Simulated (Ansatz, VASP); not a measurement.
Be2C: VASP beside Ansatz

File POSCAR:

```
Be2C
1.0
    2.1604635391      2.1604635391      0.0000000000
   -2.1604635391      2.1604635391      0.0000000000
    0.0000000000      2.1604635391      2.1604635391
Be C
2 1
Direct
    0.2500000000      0.7500000000      0.5000000000
    0.7500000000      0.2500000000      0.5000000000
    0.0000000000      0.0000000000      0.0000000000
```

INCAR.step1

```
SYSTEM = Be2C
ALGO     = Normal         ! electronic algorithm
EDIFF    = 1E-5           ! SCF threshold, eV
ENCUT    = 660            ! plane-wave cutoff, eV
GGA      = PE             ! functional
GGA_COMPAT= .False.      
ISMEAR   = 0              ! smearing method
LASPH    = .True.         ! aspherical terms in the spheres
LCHARG   = .False.        ! write CHGCAR
LREAL    = .False.        ! projectors in reciprocal space
LWAVE    = .True.         ! write WAVECAR
NBANDS   = 11             ! bands
NELM     = 120            ! most SCF steps
PREC     = Accurate       ! precision mode
SIGMA    = 0.01           ! smearing width, eV
```

The input INCAR.step2:

```
SYSTEM = Be2C
ALGO     = Normal         ! electronic algorithm
EDIFF    = 1E-6           ! SCF threshold, eV
ENCUT    = 660            ! plane-wave cutoff, eV
GGA_COMPAT= .False.      
ISIF     = 2              ! what is computed and relaxed
ISMEAR   = 0              ! smearing method
ISTART   = 1            
LASPH    = .True.         ! aspherical terms in the spheres
LCHARG   = .False.        ! write CHGCAR
LMIXTAU  = .True.       
LREAL    = .False.        ! projectors in reciprocal space
LWAVE    = .False.        ! write WAVECAR
METAGGA  = R2SCAN         ! meta-GGA
NBANDS   = 11             ! bands
NELM     = 120            ! most SCF steps
PREC     = Accurate       ! precision mode
SIGMA    = 0.01           ! smearing width, eV
```

File KPOINTS:

```
k-points
0
Gamma
  10 10 10
  0 0 0
```

Input for Ansatz:

```yaml
crystal:
  lattice:
    - [2.16046353914, 2.16046353914, 0.0]
    - [-2.16046353914, 2.16046353914, 0.0]
    - [0.0, 2.16046353914, 2.16046353914]
  atoms:
    - { symbol: Be, position: [0.25, 0.75, 0.5] }
    - { symbol: Be, position: [0.75, 0.25, 0.5] }
    - { symbol: C, position: [0.0, 0.0, 0.0] }
kpoints:
  mp_grid: { grid: [10, 10, 10] }
scf:
  occupations: { method: fixed }
  convergence: { dr2_threshold: 1.0e-10 }
hamiltonian:
  xc: r2scan
  pseudopotentials: { kind: paw }
output:
  forces: true
  stress: true
  eigenstates:
    kpoints:
      - [0.0, 0.0, 0.0]
      - [-0.5, 0.5, 0.0]
      - [-0.5, -0.5, -0.5]
      - [0.0, 0.0, -0.5]
      - [0.0, -0.5, -0.5]
      - [0.0, 0.5, 0.0]
      - [-0.5, 0.0, 0.0]
      - [-0.5, 0.0, -0.5]
  eigenvalues: true
```

Change from the starting cell: unstrained.

Alike in both runs: task single point; functional r2SCAN; k mesh 10 × 10 × 10; no spin polarisation.

```csv
,VASP,Ansatz
version,VASP 6.6.1,Ansatz 0.2.0
potentials or method,"VASP PAW PBE potentials, release 64 (Be, C)","PAW with Ansatz's default frozen-core files, scalar-relativistic"
plane-wave cutoff (eV),660,500
occupations,"gaussian, width 0.01 eV",fixed
valence electrons in the cell,8,8
```

```tsv
	VASP	Ansatz	Ansatz less VASP
gap on the k mesh at the Fermi level (eV)	1.53	1.53	+0.005
pressure (GPa)	0.8	0.0	-0.82
```

VASP's potentials were made for PBE, not for r2SCAN.
